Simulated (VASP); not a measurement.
Wanted: the native input for a VASP 6.6.1 run.

```yaml
Task: single point
Functional: LDA
Potentials_or_basis: VASP PAW LDA potentials, release 64 (Al)
Cutoff: 520 eV
k_mesh: 14 × 14 × 7
Occupations: fermi-dirac, width 0.05 eV
Spin: no spin polarisation
Dipole_correction: no
Further_INCAR_settings: ALGO = Normal; EDIFF = 1e-06; NBANDS = 10
```

The structure of Al lies in POSCAR:

```
Al
1.0
    2.7938206116      0.0000002868      0.0000000000
   -1.3969105541      2.4195194799      0.0000000000
    0.0000000000      0.0000000000      4.7182904275
Al
2
Direct
    0.6666666667      0.3333333333      0.7500000000
    0.3333333333      0.6666666667      0.2500000000
```

This isn't the form of Al at room conditions, which is fcc.

The input as run:

INCAR

```
SYSTEM = Al
ALGO = Normal
EDIFF = 1E-6
ENCUT = 520
GGA = CA
ISIF = 2
ISMEAR = -1
LASPH = .True.
LCHARG = .True.
LELF = .True.
LREAL = .False.
LVHAR = .True.
LWAVE = .False.
NBANDS = 10
NELM = 60
PREC = Accurate
SIGMA = 0.05
```

KPOINTS

```
k-points
0
Gamma
  14 14 7
  0 0 0
```

Potentials or basis: VASP PAW LDA potentials, release 64 (Al).

Run with:

```console
$ cat potpaw_LDA.64/Al/POTCAR > POTCAR
$ mpirun -np 1 vasp_std > vasp.out
```

Results of the run:

| Item | Value |
| --- | --- |
| Pressure | 0.1 GPa |
| Band gap on the k mesh | zero (bands 3 and 4 overlap by 5.76 eV) |

Run time: 10 s on 1 thread of Intel(R) Xeon(R) 6975P-C (Granite Rapids), on a shared host, peak memory 0.14 GiB.
